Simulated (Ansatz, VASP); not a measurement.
## Two plane-wave programs on Pd

```
CELL_PARAMETERS angstrom
0.00000 1.97347 1.97347
1.97347 0.00000 1.97347
1.97347 1.97347 0.00000
ATOMIC_POSITIONS crystal
Pd 0.00000 0.00000 0.00000
```

Alike in both runs: task single point; functional PBE; k mesh 14 × 14 × 14; occupations methfessel-paxton of order 1, width 0.01 eV; no spin polarisation.

```csv
,VASP,Ansatz
version,VASP 6.6.1,Ansatz 0.2.0
potentials or method,"VASP PAW PBE potentials, release 64 (Pd), cutoff 520 eV","plane waves (420 eV) with PAW, scalar-relativistic"
valence electrons in the cell,10,18
```

```csv
,VASP,Ansatz,Ansatz less VASP
pressure (GPa),-0.8,-0.5,+0.29
```

VASP's potentials hold 10 valence electrons a cell and Ansatz's 18, so a difference there can come from the potentials and not from the codes.
